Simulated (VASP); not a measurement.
# GaP (F-43m) in VASP: a series of runs

Aim: see how the results for GaP move with the level of theory and the settings. Levels: PBE, PBE+D4. Tasks: single point.

Everything below comes from runs of VASP 6.6.1. Logs are shortened: lines on timing, memory, paths and dates and some standing lists are left out, and cuts for length are marked.

**Measured values to compare with.**

“Stacking defects in GaP nanowires: Electronic structure and optical properties”, 2018, arxiv:1810.01194 quotes, for a bulk crystal of GaP at 10 K: band gap 2.34 eV (indirect).

The runs below are set against these values where they give the same quantity.

## 1. The cell of the first run

It takes space group F-43m (No. 216, cubic). The conventional cell has a = 5.451 Å, b = 5.451 Å, c = 5.451 Å, α = 90.00°, β = 90.00°, γ = 90.00°. Ga (site symmetry -43m) has 4 P at 2.36 Å within 3.1 Å. Within 3.1 Å of P (site symmetry -43m) lie 4 Ga at 2.36 Å.

## 2. Single point, PBE

INCAR

```
SYSTEM = GaP
  ALGO = Normal
  EDIFF = 1E-6
  ENCUT = 520
  GGA = PE
  ISIF = 2
  ISMEAR = 0
  LASPH = .True.
  LCHARG = .False.
  LREAL = .False.
  LWAVE = .False.
  NBANDS = 16
  NELM = 100
  PREC = Accurate
  SIGMA = 0.011
```

KPOINTS

```
k-points
0
Gamma
  8 8 8
  0 0 0
```

POSCAR

```
GaP
1.0
    0.0000000000      2.7252500000      2.7252500000
    2.7252500000      0.0000000000      2.7252500000
    2.7252500000      2.7252500000      0.0000000000
Ga P
1 1
Direct
    0.0000000000      0.0000000000      0.0000000000
    0.7500000000      0.7500000000      0.7500000000
```

Potentials or basis: VASP PAW PBE potentials, release 64 (Ga_d, P).

Launch:

```
> cat potpaw_PBE.64/Ga_d/POTCAR potpaw_PBE.64/P/POTCAR > POTCAR
> mpirun -np 1 vasp_std > vasp.out
```

OUTCAR:

```text
SYSTEM = GaP
   EDIFF = 1E-6
   ENCUT = 520
   GGA = PE
   ISIF = 2
   ISMEAR = 0
   LASPH = .True.
   LREAL = .False.
   NELM = 100
   PREC = Accurate

 ion  position               nearest neighbor table
   1  0.000  0.000  0.000-   2 2.36   2 2.36   2 2.36   2 2.36
   2  0.750  0.750  0.750-   1 2.36   1 2.36   1 2.36   1 2.36

  LATTYP: Found a face centered cubic cell.
 ALAT       =     5.4505000000

  Lattice vectors:

 A1 = (   0.0000000000,   2.7252500000,   2.7252500000)
 A2 = (   2.7252500000,   0.0000000000,   2.7252500000)
 A3 = (   2.7252500000,   2.7252500000,   0.0000000000)

Analysis of symmetry for initial positions (statically):
=====================================================================
 Subroutine PRICEL returns:
 Original cell was already a primitive cell.

 Routine SETGRP: Setting up the symmetry group for a
 face centered cubic supercell.

 Subroutine GETGRP returns: Found 24 space group operations
 (whereof 24 operations were pure point group operations)
 out of a pool of 48 trial point group operations.

The static configuration has the point symmetry T_d .

Analysis of symmetry for dynamics (positions and initial velocities):
=====================================================================
 Subroutine PRICEL returns:
 Original cell was already a primitive cell.

 Routine SETGRP: Setting up the symmetry group for a
 face centered cubic supercell.

 Subroutine GETGRP returns: Found 24 space group operations
 (whereof 24 operations were pure point group operations)
 out of a pool of 48 trial point group operations.

The dynamic configuration has the point symmetry T_d .

 Subroutine INISYM returns: Found 24 space group operations
 (whereof 24 operations are pure point group operations),
 and found     1 'primitive' translations

----------------------------------------------------------------------------------------

                                     Primitive cell

  volume of cell :      40.4808

  direct lattice vectors                    reciprocal lattice vectors
     0.000000000  2.725250000  2.725250000    -0.183469406  0.183469406  0.183469406
     2.725250000  0.000000000  2.725250000     0.183469406 -0.183469406  0.183469406
     2.725250000  2.725250000  0.000000000     0.183469406  0.183469406 -0.183469406

  length of vectors
     3.854085511  3.854085511  3.854085511     0.317778334  0.317778334  0.317778334

  position of ions in fractional coordinates (direct lattice)
[... 79 lines left out ...]
   EDIFF  = 0.1E-05   stopping-criterion for ELM
   LREAL  =      F    real-space projection
   EDIFFG = 0.1E-04   stopping-criterion for IOM
   NSW    =      0    number of steps for IOM
   IBRION =     -1    ionic relax: 0-MD 1-quasi-New 2-CG
   NFREE  =      0    steps in history (QN), initial steepest desc. (CG)
   ISIF   =      2    stress and relaxation
   ISYM   =      2    0-nonsym 1-usesym 2-fastsym
   POTIM  = 0.5000    time-step for ionic-motion
   TEBEG  =    0.0;   TEEND  =   0.0 temperature during run
   PSTRESS=    0.0 pullay stress
   NELECT =      18.0000    total number of electrons
   NUPDOWN=      -1.0000    fix difference up-down
   EMIN   =  10.00;   EMAX   =-10.00  energy-range for DOS
   EFERMI =   0.00;   METHOD = LEGACY
   ISMEAR =     0;   SIGMA  =   0.01  broadening in eV -4-tet -1-fermi 0-gaus
   EFERMI_NEDOS =   21; number of points for ismear=-14 and -15
   IALGO  =     38    algorithm
   IMIX   =      4    mixing-type and parameters
     AMIX     =   0.40;   BMIX     =  1.00
     AMIX_MAG =   1.60;   BMIX_MAG =  1.00
  volume/ion in A,a.u.               =      20.24       136.59
  Fermi-wavevector in a.u.,A,eV,Ry     =   1.249538  2.361284 21.243377  1.561344
  Thomas-Fermi vector in A             =   2.383574
   LORBIT       =      0    0 simple, 1 ext, 2 COOP (PROOUT), +10 PAW based schemes
   GGA     = PE    functional components
   LHFCALC =     F    Hartree Fock is set to
   AEXX    =    0.0000 exact exchange contribution
   IVDW    =     0    specifies the selected vdW correction
   LEPSILON=     F    determine dielectric tensor
   LRPA    =     F    only Hartree local field effects (RPA)
 non-spin polarized calculation
 Gauss-broadening in eV      SIGMA  =   0.01
  energy-cutoff  :      520.00
  volume of cell :       40.48
 maximum number of plane-waves:      1106
 NGX is ok and might be reduce to    30
   NGX = 15   NGY = 15   NGZ = 15

 number of electron      17.9999989 magnetization

 Free energy of the ion-electron system (eV)
  ---------------------------------------------------
  ext. energy  EPLUGINS =         0.00000000
  ---------------------------------------------------
  free energy    TOTEN  =        -9.11612110 eV

  energy without entropy =       -9.11612110  energy(sigma->0) =       -9.11612110

 E-fermi :   4.7752     XC(G=0):  -9.8330

 val. band max:        4.6522415779   @ k =   0.0000   0.0000   0.0000
 cond. band min:       6.2940603726   @ k =   0.3750   0.3750   0.0000
 fundamental gap:      1.6418187946
 Fermi energy:         4.7751679118

 k-point     1 :       0.0000    0.0000    0.0000
  band No.  band energies     occupation
      1      -9.8985      2.00000
      2      -9.8985      2.00000
      3      -9.8985      2.00000
      4      -9.7988      2.00000
      5      -9.7988      2.00000
      6      -7.8395      2.00000
[... 433 lines left out ...]
      3      -9.8556      2.00000
      4      -9.8039      2.00000
      5      -9.7915      2.00000
      6      -5.3676      2.00000
[... 8 lines left out ...]
     15      16.6573      0.00000
     16      17.1621      0.00000

 [... further k-points ...]

------------------------ aborting loop because EDIFF is reached ----------------------------------------

  FORCE on cell =-STRESS in cart. coord.  units (eV):
  Direction    XX          YY          ZZ          XY          YZ          ZX
  --------------------------------------------------------------------------------------
  -------------------------------------------------------------------------------------
  Total        0.6120444      0.6120444      0.6120444      0.0000000      0.0000000     -0.0000000
  in kB       24.2239244     24.2239244     24.2239244      0.0000000      0.0000000     -0.0000000
  external PRESSURE =      24.2239244 kB  Pullay stress =       0.0000000 kB

 VOLUME and BASIS-vectors are now :
 -----------------------------------------------------------------------------
  energy-cutoff  :      520.00
  volume of cell :       40.48
      direct lattice vectors                 reciprocal lattice vectors
     0.000000000  2.725250000  2.725250000    -0.183469406  0.183469406  0.183469406
     2.725250000  0.000000000  2.725250000     0.183469406 -0.183469406  0.183469406
     2.725250000  2.725250000  0.000000000     0.183469406  0.183469406 -0.183469406

 POSITION                                       TOTAL-FORCE (eV/Angst)
 -----------------------------------------------------------------------------------
      0.00000      0.00000      0.00000        -0.000000     -0.000000     -0.000000
      4.08788      4.08788      4.08788         0.000000      0.000000      0.000000
 -----------------------------------------------------------------------------------
    total drift:                               -0.000002     -0.000002     -0.000002

  FREE ENERGIE OF THE ION-ELECTRON SYSTEM (eV)
  ---------------------------------------------------
  free  energy   TOTEN  =        -9.1161211020 eV

  energy  without entropy=       -9.1161211020  energy(sigma->0) =       -9.11612110
```

OSZICAR:

```text
N       E                     dE             d eps       ncg     rms          rms(c)
DAV:   1     0.804659349109E+02    0.80466E+02   -0.90530E+03   944   0.161E+03
DAV:   2    -0.324547505200E+01   -0.83711E+02   -0.79665E+02  1064   0.308E+02
DAV:   3    -0.928423065986E+01   -0.60388E+01   -0.60155E+01  1144   0.646E+01
DAV:   4    -0.938364864034E+01   -0.99418E-01   -0.99394E-01  1168   0.912E+00
DAV:   5    -0.938551442992E+01   -0.18658E-02   -0.18657E-02  1192   0.109E+00    0.425E+00
DAV:   6    -0.914250030948E+01    0.24301E+00   -0.37846E-01  1464   0.105E+01    0.281E+00
DAV:   7    -0.911527723126E+01    0.27223E-01   -0.95068E-02  1248   0.207E+00    0.112E+00
DAV:   8    -0.911558118518E+01   -0.30395E-03   -0.13415E-02  1064   0.140E+00    0.198E-01
DAV:   9    -0.911597987261E+01   -0.39869E-03   -0.13316E-03  1184   0.499E-01    0.802E-02
DAV:  10    -0.911605059981E+01   -0.70727E-04   -0.11091E-04  1432   0.116E-01    0.388E-02
DAV:  11    -0.911612140741E+01   -0.70808E-04   -0.95794E-05  1080   0.797E-02    0.496E-03
DAV:  12    -0.911612110195E+01    0.30545E-06   -0.25987E-06  1120   0.205E-02
   1 F= -.91161211E+01 E0= -.91161211E+01  d E =-.210907E-58
```

stdout:

```text
POSCAR found type information on POSCAR GaP
 POSCAR found :  2 types and       2 ions
 scaLAPACK will be used
 LDA part: xc-table for (Slater+PW92), standard interpolation
 POSCAR, INCAR and KPOINTS ok, starting setup
 FFT: planning ... GRIDC
 FFT: planning ... GRID_SOFT
 FFT: planning ... GRID
 WAVECAR not read
 entering main loop
```

Wall time 27 s (1 thread of Intel Xeon 8259CL, shared host); peak memory 0.17 GiB.

Results:

```
Free energy            : -9.1161 eV
Pressure               : 2.4 GPa
Band gap on the k mesh : 1.64 eV (least direct gap 1.83 eV)
```

Levels at points of the mesh, in eV from the valence-band top:
| k point | band 6 | band 7 | band 8 | band 9 | band 10 | band 11 | band 12 | band 13 |
| --- | --- | --- | --- | --- | --- | --- | --- | --- |
| (0.00, 0.00, 0.00) | -12.49 | 0.00 | 0.00 | 0.00 | 1.83 | 3.89 | 3.89 | 3.89 |
| (0.50, 0.00, 0.00) | -10.43 | -6.63 | -1.12 | -1.12 | 1.67 | 4.72 | 4.72 | 8.29 |
| (0.50, 0.50, 0.00) | -9.53 | -6.75 | -2.68 | -2.68 | 1.65 | 1.82 | 10.60 | 10.60 |

A k mesh can miss the band edges. Expect the measured gap to be larger: semilocal functionals such as PBE lack the derivative discontinuity.

## 3. Single point, PBE+D4

This run uses another cell than the first one, of 20.04 Å³/atom.

INCAR

```
ALGO = Normal
EDIFF = 1E-6
ENCUT = 520
GGA = PE
ISIF = 2
ISMEAR = -1
IVDW = 13
LASPH = True
LCHARG = False
LREAL = False
LWAVE = False
NBANDS = 16
NELM = 60
PREC = Accurate
SIGMA = 0.05
```

KPOINTS

```
k-points
0
Gamma
  8 8 8
```

POSCAR

```
GaP
1.0
    0.0000000000      2.7163585539      2.7163585539
    2.7163585539      0.0000000000      2.7163585539
    2.7163585539      2.7163585539      0.0000000000
Ga P
1 1
Direct
    0.0000000000      0.0000000000      0.0000000000
    0.7500000000      0.7500000000      0.7500000000
```

Potentials or basis: VASP PAW PBE potentials, release 64 (Ga_d, P).

Launch:

```
> cat potpaw_PBE.64/Ga_d/POTCAR potpaw_PBE.64/P/POTCAR > POTCAR
> mpirun -np 1 vasp_std > vasp.out
```

Wall time 32 s (1 thread of Intel Xeon 8259CL, shared host); peak memory 0.17 GiB.

The run converged. Its results:

- Free energy: -9.9434 eV
- Pressure: -0.1 GPa
- Band gap on the k mesh: 1.63 eV (least direct gap 1.91 eV)
- Dispersion energy per atom: -0.417 eV

Levels at points of the mesh, in eV from the valence-band top:
| k point | band 5 | band 6 | band 7 | band 8 | band 9 | band 10 | band 11 | band 12 | band 13 | band 14 |
| --- | --- | --- | --- | --- | --- | --- | --- | --- | --- | --- |
| (0.00, 0.00, 0.00) | -14.46 | -12.57 | 0.00 | 0.00 | 0.00 | 1.91 | 3.89 | 3.89 | 3.89 | 8.85 |
| (0.50, 0.00, 0.00) | -14.46 | -10.47 | -6.69 | -1.13 | -1.13 | 1.70 | 4.72 | 4.72 | 8.30 | 10.96 |
| (0.50, 0.50, 0.00) | -14.44 | -9.55 | -6.80 | -2.72 | -2.72 | 1.63 | 1.81 | 10.67 | 10.67 | 11.29 |

## 4. How close it comes

Step 3. Against the measured gap of GaP, 2.34 eV (indirect; 10 K; quoted in “Stacking defects in GaP nanowires: Electronic structure and optical properties”, 2018, arxiv:1810.01194), the calculated 1.63 eV is off by -0.71 eV. Spin-orbit coupling on Ga is left out. The value is that of PBE+D4 on a finite k mesh, which can miss the band edges, without temperature or zero-point motion. Semilocal functionals fall short of measured gaps as a rule.
